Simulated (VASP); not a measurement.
CoO, 4 atoms in the cell. The structure is tetragonal, space group I4/mmm (No. 139). Conventional cell: a = 3.016 Å, b = 3.016 Å, c = 4.215 Å, α = 90.00°, β = 90.00°, γ = 90.00°. Co (site symmetry 4/mmm) has 6 O at 2.11 to 2.13 Å within 2.8 Å. O (site symmetry 4/mmm) has 6 Co at 2.11 to 2.13 Å within 2.8 Å. 

```yaml
Program: VASP 6.6.1
Task: single point
Functional: PBE
Potentials_or_basis: VASP PAW PBE potentials, release 64 (Co, O)
Cutoff: 520 eV
k_mesh: 8 × 8 × 8
Occupations: gaussian, width 0.05 eV
Spin: collinear spin, ferromagnetic start
Starting_moments: "[2.77, 2.77, 0.02, 0.02] μB"
Fixed_moment: 5.4 μB
Hubbard_terms: Co d U = 8.0 eV
Dipole_correction: no
Further_INCAR_settings: ALGO = Normal; EDIFF = 1e-07; NBANDS = 27
```

Potentials or basis: VASP PAW PBE potentials, release 64 (Co, O).

The run is started by

```bash
$ cat potpaw_PBE.64/Co/POTCAR potpaw_PBE.64/O/POTCAR > POTCAR
$ mpirun -np 1 vasp_std > vasp.out
```

Hardware: 1 thread of Intel Xeon 8259CL, with other jobs on the host.

**Question.** How long does it take, and how much memory?

**Answer.** It took 5.7 min on 1 thread of Intel Xeon 8259CL, on a shared host, peak memory 0.3 GiB. Counts: scf iterations 21, k points 105.
